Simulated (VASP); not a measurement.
La, 1 atom in the cell. It takes space group Pm-3m (No. 221, cubic). The conventional cell has a = 3.347 Å, b = 3.347 Å, c = 3.347 Å, α = 90.00°, β = 90.00°, γ = 90.00°. Within 4.4 Å of La (site symmetry m-3m) lie 6 La at 3.35 Å.  This cell differs from its parent crystal: volume scaled by 0.92.

| Item | Value |
| --- | --- |
| Program | VASP 6.6.1 |
| Task | single point |
| Functional | BLYP |
| Potentials or basis | VASP PAW PBE potentials, release 64 (La) |
| Cutoff | 520 eV |
| k mesh | 10 × 10 × 10 |
| Occupations | fermi-dirac, width 0.1 eV |
| Spin | no spin polarisation |
| Dipole correction | no |
| Further INCAR settings | ALGO = Normal; EDIFF = 1e-06; NBANDS = 12 |

Potentials or basis: VASP PAW PBE potentials, release 64 (La).

The run is started by

```sh
$ cat potpaw_PBE.64/La/POTCAR > POTCAR
$ mpirun -np 1 vasp_std > vasp.out
```

Hardware: 1 thread of Intel(R) Xeon(R) 6975P-C (Granite Rapids) (shared host).

How long does it take, and how much memory?

Wall time 90 s on 1 thread of Intel(R) Xeon(R) 6975P-C (Granite Rapids), on a shared host, peak memory 0.18 GiB. Counts: scf iterations 39, k points 56.
